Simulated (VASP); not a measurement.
Here is a VASP 6.6.1 calculation.

INCAR

```
SYSTEM = NaLaMnMoO6
PREC = Accurate ; ENCUT = 600
EDIFF = 1E-7 ; ISMEAR = 0
SIGMA = 0.15 ; LREAL = .FALSE.
LASPH = .TRUE. ; NELM = 200
ALGO = Normal ; ISIF = 3
LWAVE = .FALSE. ; LCHARG = .FALSE.
ISPIN = 2 ; MAGMOM = 0 0 0 0 4 4 1 1 0 0 0 0 0 0 0 0 0 0 0 0
LORBIT = 11 ; LMAXMIX = 6
GGA = PE ; IBRION = 2
NSW = 36 ; EDIFFG = -0.08
GGA_COMPAT = .FALSE. ; NELMIN = 4
KPAR = 2 ; NCORE = 2
```

KPOINTS

```
Automatic mesh
0
G
  2 2 2
  0 0 0
```

POSCAR

```
NaLaMnMoO6
1.0
    5.6000000000      0.0000000000      0.0000000000
    0.0000000000      5.6500000000      0.0000000000
   -0.0141371600      0.0000000000      8.0999876600
Na La Mn Mo O
2 2 2 2 12
Direct
    0.4900000000      0.4600000000      0.7500000000
    0.5100000000      0.5400000000      0.2500000000
    0.0100000000      0.9600000000      0.7500000000
    0.9900000000      0.0400000000      0.2500000000
    0.5000000000      0.0000000000      0.0000000000
    0.0000000000      0.5000000000      0.5000000000
    0.0000000000      0.5000000000      0.0000000000
    0.5000000000      0.0000000000      0.5000000000
    0.9200000000      0.5200000000      0.7630000000
    0.0800000000      0.4800000000      0.2370000000
    0.2850000000      0.6950000000      0.9550000000
    0.7150000000      0.3050000000      0.0450000000
    0.1950000000      0.2150000000      0.9500000000
    0.8050000000      0.7850000000      0.0500000000
    0.4200000000      0.9800000000      0.2630000000
    0.5800000000      0.0200000000      0.7370000000
    0.2150000000      0.1950000000      0.5450000000
    0.7850000000      0.8050000000      0.4550000000
    0.3050000000      0.7150000000      0.5500000000
    0.6950000000      0.2850000000      0.4500000000
```

Potentials or basis: VASP PAW PBE potentials, release 64 (Na_pv, La, Mn_pv, Mo_sv, O).

Run with:

```bash
$ cat potpaw_PBE.64/Na_pv/POTCAR potpaw_PBE.64/La/POTCAR potpaw_PBE.64/Mn_pv/POTCAR potpaw_PBE.64/Mo_sv/POTCAR potpaw_PBE.64/O/POTCAR > POTCAR
$ mpirun -np 4 vasp_std > vasp.out
```

Problem. What does it give for the space group after relaxing (to 0.1 Å)?

Solution. P-1 (No. 2).

Problem. Estimate the relaxed volume.

Solution. 12.16 Å³/atom.

Problem. Predict the relaxed cell.

Solution. a = 5.439 Å, b = 5.485 Å, c = 8.152 Å, α = 89.95°, β = 90.10°, γ = 90.68°.

Problem. What does it give for the net moment?

Solution. 7.85 μB per cell.

Stress tensor (GPa, compression positive):
```
 0.12 -0.03 -0.13
-0.03  0.09  0.02
-0.13  0.02 -0.06
```

Caveat: the k points lie up to 0.58 Å⁻¹ apart in the final cell.
